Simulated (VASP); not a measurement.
# GaN (F-43m) in VASP: settings compared

Aim: see how the results for GaN move with the level of theory and the settings. Levels: PBE-based screened hybrid, PBEsol. Tasks: single point.

Program: VASP 6.6.1. These are calculated values, not measurements. Logs are shortened: lines on timing, memory, paths and dates and some standing lists are left out, and cuts for length are marked.

**1. The cell of the first run**

Symmetry: F-43m, No. 216, cubic system. The conventional cell has a = 4.507 Å, b = 4.507 Å, c = 4.507 Å, α = 90.00°, β = 90.00°, γ = 90.00°. Within 2.6 Å of Ga (site symmetry -43m) lie 4 N at 1.95 Å. Within 2.6 Å of N (site symmetry -43m) lie 4 Ga at 1.95 Å.

**2. Single point, PBE-based screened hybrid**

File POSCAR:

```
GaN
1.0
    0.0000000000      2.2535006075      2.2535006075
    2.2535006075      0.0000000000      2.2535006075
    2.2535006075      2.2535006075      0.0000000000
Ga N
1 1
Direct
    0.0000000000      0.0000000000      0.0000000000
    0.2500000000      0.2500000000      0.2500000000
```

File INCAR.step1:

```
SYSTEM = GaN
PREC = Accurate ; ENCUT = 520
EDIFF = 1E-5 ; ISMEAR = -1
SIGMA = 0.05 ; LREAL = .False.
LASPH = .True. ; NELM = 100
ALGO = Normal ; ISIF = 2
LWAVE = .True. ; NBANDS = 16
GGA = PE
```

File INCAR.step2:

```
SYSTEM = GaN
PREC = Accurate ; ENCUT = 520
EDIFF = 1E-7 ; ISMEAR = -1
SIGMA = 0.05 ; LREAL = .False.
LASPH = .True. ; NELM = 100
ALGO = Normal ; ISIF = 2
LWAVE = .False. ; LCHARG = .True.
GGA = PE ; LHFCALC = .True.
AEXX = 0.25 ; HFSCREEN = 0.15
PRECFOCK = Normal ; LELF = .True.
LVHAR = .True. ; NBANDS = 16
ISTART = 1
```

File KPOINTS:

```
regular mesh
0
Gamma
  5 5 5
  0 0 0
```

Potentials or basis: VASP PAW PBE potentials, release 64 (Ga_d, N).

Run with:

```bash
$ cat potpaw_PBE.64/Ga_d/POTCAR potpaw_PBE.64/N/POTCAR > POTCAR
$ cp INCAR.step1 INCAR
$ mpirun -np 1 vasp_std > vasp.out
$ cp INCAR.step2 INCAR
$ mpirun -np 1 vasp_std > vasp.out
```

OUTCAR:

```text
SYSTEM = GaN
   PREC = Accurate
   ENCUT = 520
   EDIFF = 1E-7
   ISMEAR = -1
   LREAL = .False.
   LASPH = .True.
   NELM = 100
   ISIF = 2
   GGA = PE
   LHFCALC = .True.
   AEXX = 0.25
   HFSCREEN = 0.15
   PRECFOCK = Normal
   ISTART = 1

 ion  position               nearest neighbor table
   1  0.000  0.000  0.000-   2 1.95   2 1.95   2 1.95   2 1.95
   2  0.250  0.250  0.250-   1 1.95   1 1.95   1 1.95   1 1.95

  LATTYP: Found a face centered cubic cell.
 ALAT       =     4.5070012150

  Lattice vectors:

 A1 = (   0.0000000000,   2.2535006075,   2.2535006075)
 A2 = (   2.2535006075,   0.0000000000,   2.2535006075)
 A3 = (   2.2535006075,   2.2535006075,   0.0000000000)

Analysis of symmetry for initial positions (statically):
=====================================================================
 Subroutine PRICEL returns:
 Original cell was already a primitive cell.

 Routine SETGRP: Setting up the symmetry group for a
 face centered cubic supercell.

 Subroutine GETGRP returns: Found 24 space group operations
 (whereof 24 operations were pure point group operations)
 out of a pool of 48 trial point group operations.

The static configuration has the point symmetry T_d .

Analysis of symmetry for dynamics (positions and initial velocities):
=====================================================================
 Subroutine PRICEL returns:
 Original cell was already a primitive cell.

 Routine SETGRP: Setting up the symmetry group for a
 face centered cubic supercell.

 Subroutine GETGRP returns: Found 24 space group operations
 (whereof 24 operations were pure point group operations)
 out of a pool of 48 trial point group operations.

The dynamic configuration has the point symmetry T_d .

 Subroutine INISYM returns: Found 24 space group operations
 (whereof 24 operations are pure point group operations),
 and found     1 'primitive' translations

----------------------------------------------------------------------------------------

                                     Primitive cell

  volume of cell :      22.8877

  direct lattice vectors                    reciprocal lattice vectors
     0.000000000  2.253500607  2.253500607    -0.221877020  0.221877020  0.221877020
     2.253500607  0.000000000  2.253500607     0.221877020 -0.221877020  0.221877020
     2.253500607  2.253500607  0.000000000     0.221877020  0.221877020 -0.221877020

  length of vectors
     3.186931122  3.186931122  3.186931122     0.384302272  0.384302272  0.384302272

  position of ions in fractional coordinates (direct lattice)
     0.000000000  0.000000000  0.000000000
     0.250000000  0.250000000  0.250000000

  ion indices of the primitive-cell ions
   primitive index   ion index
                 1           1
                 2           2

----------------------------------------------------------------------------------------

 KPOINTS: regular mesh

Automatic generation of k-mesh.
 Grid dimensions read from file:
 generate k-points for:    5    5    5

 Generating k-lattice:

  Cartesian coordinates                     Fractional coordinates (reciprocal lattice)
    -0.044375404  0.044375404  0.044375404     0.200000000  0.000000000  0.000000000
     0.044375404 -0.044375404  0.044375404     0.000000000  0.200000000  0.000000000
     0.044375404  0.044375404 -0.044375404     0.000000000  0.000000000  0.200000000

  Length of vectors
     0.076860454  0.076860454  0.076860454

  Shift w.r.t. Gamma in fractional coordinates (k-lattice)
     0.000000000  0.000000000  0.000000000

 Subroutine IBZKPT returns following result:
 ===========================================

 Found     10 irreducible k-points:

 Following reciprocal coordinates:
            Coordinates               Weight
  0.000000  0.000000  0.000000      1.000000
  0.200000  0.000000  0.000000      8.000000
  0.400000  0.000000  0.000000      8.000000
  0.200000  0.200000  0.000000      6.000000
  0.400000  0.200000  0.000000     24.000000
 -0.400000  0.200000  0.000000     24.000000
 -0.200000  0.200000  0.000000     12.000000
  0.400000  0.400000  0.000000      6.000000
 -0.400000  0.400000  0.000000     12.000000
 -0.400000  0.400000  0.200000     24.000000
   k-points           NKPTS =     10   k-points in BZ     NKDIM =    125   number of bands    NBANDS=     16
   number of dos      NEDOS =    301   number of ions     NIONS =      2
   total plane-waves  NPLWV =  13824
   dimension x,y,z NGX =    24 NGY =   24 NGZ =   24
   dimension x,y,z NGXF=    48 NGYF=   48 NGZF=   48
   ions per type =               1   1
   NGX,Y,Z   is equivalent  to a cutoff of  12.52, 12.52, 12.52 a.u.
   NGXF,Y,Z  is equivalent  to a cutoff of  25.04, 25.04, 25.04 a.u.
 SYSTEM =  GaN
   PREC   = accura    normal or accurate (medium, high low for compatibility)
   ISTART =      1    job   : 0-new  1-cont  2-samecut
   ICHARG =      0    charge: 1-file 2-atom 10-const
   ISPIN  =      1    spin polarized calculation?
   LNONCOLLINEAR =      F non collinear calculations
   LSORBIT =      F    spin-orbit coupling
   LASPH  =      T    aspherical Exc in radial PAW
   ENCUT  =  520.0 eV  38.22 Ry    6.18 a.u.   5.93  5.93  5.93*2*pi/ulx,y,z
   NELM   =    100;   NELMIN=  2; NELMDL=  0     # of ELM steps
   EDIFF  = 0.1E-06   stopping-criterion for ELM
   LREAL  =      F    real-space projection
   EDIFFG = 0.1E-05   stopping-criterion for IOM
   NSW    =      0    number of steps for IOM
   IBRION =     -1    ionic relax: 0-MD 1-quasi-New 2-CG
   NFREE  =      0    steps in history (QN), initial steepest desc. (CG)
   ISIF   =      2    stress and relaxation
   ISYM   =      3    0-nonsym 1-usesym 2-fastsym
   POTIM  = 0.5000    time-step for ionic-motion
   TEBEG  =    0.0;   TEEND  =   0.0 temperature during run
   PSTRESS=    0.0 pullay stress
   NELECT =      18.0000    total number of electrons
   NUPDOWN=      -1.0000    fix difference up-down
   EMIN   =  10.00;   EMAX   =-10.00  energy-range for DOS
   EFERMI =   0.00;   METHOD = LEGACY
   ISMEAR =    -1;   SIGMA  =   0.05  broadening in eV -4-tet -1-fermi 0-gaus
   EFERMI_NEDOS =   21; number of points for ismear=-14 and -15
   IALGO  =     38    algorithm
   IMIX   =      1    mixing-type and parameters
     AMIX     =   0.40;   BMIX     =  1.00
     AMIX_MAG =   1.60;   BMIX_MAG =  1.00
  volume/ion in A,a.u.               =      11.44        77.23
  Fermi-wavevector in a.u.,A,eV,Ry     =   1.511117  2.855596 31.068543  2.283473
  Thomas-Fermi vector in A             =   2.621216
   LORBIT       =      0    0 simple, 1 ext, 2 COOP (PROOUT), +10 PAW based schemes
   GGA     = PE    functional components
   LHFCALC =     T    Hartree Fock is set to
   PRECFOCK=normal    Normal, Fast or Accurate (Low or Medium for compatibility)
   ENCUT4O =  -1.0   cutoff for four orbital integrals eV
   NKREDX  =     1    reduce k-point grid by
   NKREDY  =     1    reduce k-point grid by
   NKREDZ  =     1    reduce k-point grid by
   AEXX    =    0.2500 exact exchange contribution
   HFSCREEN=    0.1500 screening length (either q_TF or 0.3 A-1)
   HFSCREENC=   0.1500 screening length for correlation (either q_TF or 0.3 A-1)
   ENCUTFOCK=  -1.0 apply spherical cutoff to Coloumb kernel
   IVDW    =     0    specifies the selected vdW correction
   LEPSILON=     F    determine dielectric tensor
   LRPA    =     F    only Hartree local field effects (RPA)
 non-spin polarized calculation
  energy-cutoff  :      520.00
  volume of cell :       22.89
 maximum number of plane-waves:       629
  NGX = 18; NGY = 18; NGZ = 18

 number of electron      18.0000004 magnetization

 Free energy of the ion-electron system (eV)
  ---------------------------------------------------
  ext. energy  EPLUGINS =         0.00000000
  ---------------------------------------------------
  free energy    TOTEN  =       -14.97858969 eV

  energy without entropy =      -14.97858969  energy(sigma->0) =      -14.97858969

 E-fermi :   5.4167     XC(G=0):  -9.4616

 val. band max:        4.3670415115   @ k =   0.0000   0.0000   0.0000
 cond. band min:       7.5202370940   @ k =   0.0000   0.0000   0.0000
 fundamental gap:      3.1531955825
 Fermi energy:         5.4167471802

 k-point     1 :       0.0000    0.0000    0.0000
  band No.  band energies     occupation
      1     -13.0970      2.00000
      2     -11.2329      2.00000
      3     -11.2329      2.00000
      4     -11.2329      2.00000
      5     -10.9167      2.00000
      6     -10.9167      2.00000
[... 8 lines left out ...]
     15      25.0402      0.00000
     16      25.0402      0.00000

 k-point     2 :       0.2000    0.0000    0.0000
  band No.  band energies     occupation
      1     -12.7712      2.00000
      2     -11.1900      2.00000
      3     -11.1900      2.00000
      4     -10.9259      2.00000
      5     -10.9174      2.00000
      6     -10.9174      2.00000
[... 8 lines left out ...]
     15      22.8850      0.00000
     16      22.8850      0.00000

 k-point     3 :       0.4000    0.0000    0.0000
  band No.  band energies     occupation
      1     -12.5051      2.00000
      2     -11.1493      2.00000
      3     -11.1493      2.00000
      4     -10.8871      2.00000
      5     -10.8871      2.00000
      6      -9.6529      2.00000
[... 8 lines left out ...]
     15      25.0394      0.00000
     16      25.0394      0.00000

 k-point     4 :       0.2000    0.2000    0.0000
  band No.  band energies     occupation
      1     -12.6804      2.00000
      2     -11.1421      2.00000
      3     -11.1421      2.00000
      4     -11.0258      2.00000
      5     -10.8924      2.00000
      6     -10.7969      2.00000
[... 8 lines left out ...]
     15      27.1275      0.00000
     16      27.8146      0.00000

 k-point     5 :       0.4000    0.2000    0.0000
  band No.  band energies     occupation
      1     -12.4655      2.00000
      2     -11.1193      2.00000
      3     -11.0804      2.00000
      4     -10.9918      2.00000
      5     -10.8710      2.00000
      6      -9.7618      2.00000
[... 8 lines left out ...]
     15      26.5693      0.00000
     16      27.3165      0.00000

 k-point     6 :      -0.4000    0.2000    0.0000
  band No.  band energies     occupation
      1     -12.4333      2.00000
      2     -11.1335      2.00000
      3     -11.0806      2.00000
      4     -10.9300      2.00000
      5     -10.8954      2.00000
      6      -8.9879      2.00000
[... 8 lines left out ...]
     15      24.9690      0.00000
     16      26.5693      0.00000

 k-point     7 :      -0.2000    0.2000    0.0000
  band No.  band energies     occupation
      1     -12.5272      2.00000
      2     -11.1457      2.00000
      3     -11.1347      2.00000
      4     -10.9384      2.00000
      5     -10.9199      2.00000
      6     -10.1736      2.00000
[... 8 lines left out ...]
     15      23.7941      0.00000
     16      26.9387      0.00000

 k-point     8 :       0.4000    0.4000    0.0000
  band No.  band energies     occupation
      1     -12.4114      2.00000
      2     -11.1059      2.00000
      3     -10.9792      2.00000
      4     -10.9792      2.00000
      5     -10.8529      2.00000
      6      -9.1879      2.00000
[... 8 lines left out ...]
     15      28.7001      0.00000
     16      29.9234      0.00000

 k-point     9 :      -0.4000    0.4000    0.0000
  band No.  band energies     occupation
      1     -12.3958      2.00000
      2     -11.1041      2.00000
      3     -10.9864      2.00000
      4     -10.9771      2.00000
      5     -10.8711      2.00000
      6      -8.5784      2.00000
[... 8 lines left out ...]
     15      28.0198      0.00000
     16      29.4428      0.00000

 k-point    10 :      -0.4000    0.4000    0.2000
  band No.  band energies     occupation
      1     -12.4011      2.00000
      2     -11.0928      2.00000
      3     -11.0603      2.00000
      4     -10.9506      2.00000
      5     -10.8921      2.00000
      6      -8.7665      2.00000
[... 8 lines left out ...]
     15      25.7485      0.00000
     16      29.7941      0.00000

------------------------ aborting loop because EDIFF is reached ----------------------------------------

  FORCE on cell =-STRESS in cart. coord.  units (eV):
  Direction    XX          YY          ZZ          XY          YZ          ZX
  --------------------------------------------------------------------------------------
  -------------------------------------------------------------------------------------
  Total       -0.2230491     -0.2230491     -0.2230491      0.0000000     -0.0000000      0.0000000
  in kB      -15.6137777    -15.6137777    -15.6137777      0.0000000     -0.0000000      0.0000000
  external PRESSURE =     -15.6137777 kB  Pullay stress =       0.0000000 kB

 VOLUME and BASIS-vectors are now :
 -----------------------------------------------------------------------------
  energy-cutoff  :      520.00
  volume of cell :       22.89
      direct lattice vectors                 reciprocal lattice vectors
     0.000000000  2.253500607  2.253500607    -0.221877020  0.221877020  0.221877020
     2.253500607  0.000000000  2.253500607     0.221877020 -0.221877020  0.221877020
     2.253500607  2.253500607  0.000000000     0.221877020  0.221877020 -0.221877020

 POSITION                                       TOTAL-FORCE (eV/Angst)
 -----------------------------------------------------------------------------------
      0.00000      0.00000      0.00000         0.000000      0.000000      0.000000
      1.12675      1.12675      1.12675        -0.000000     -0.000000     -0.000000
 -----------------------------------------------------------------------------------
    total drift:                                0.000002     -0.000003      0.000000

  FREE ENERGIE OF THE ION-ELECTRON SYSTEM (eV)
  ---------------------------------------------------
  free  energy   TOTEN  =       -14.9785896920 eV

  energy  without entropy=      -14.9785896919  energy(sigma->0) =      -14.97858969
```

Run time: 10 min. Hardware: 1 thread of AMD EPYC 7R13 (Zen 3), shared host; peak memory 0.22 GiB.

What came out:

* Free energy: -14.9786 eV
* Pressure: -1.6 GPa
* Band gap on the k mesh: 3.15 eV, direct

Levels at points of the mesh, in eV from the valence-band top:
```csv
k point,band 7,band 8,band 9,band 10,band 11,band 12
"(0.00, 0.00, 0.00)",0.00,0.00,0.00,3.15,12.10,12.10
```

Caveat: the k points lie up to 0.48 Å⁻¹ apart; the PAW data sets were made with another functional, which shifts forces and pressure a little.

[end of part 1 of 3]
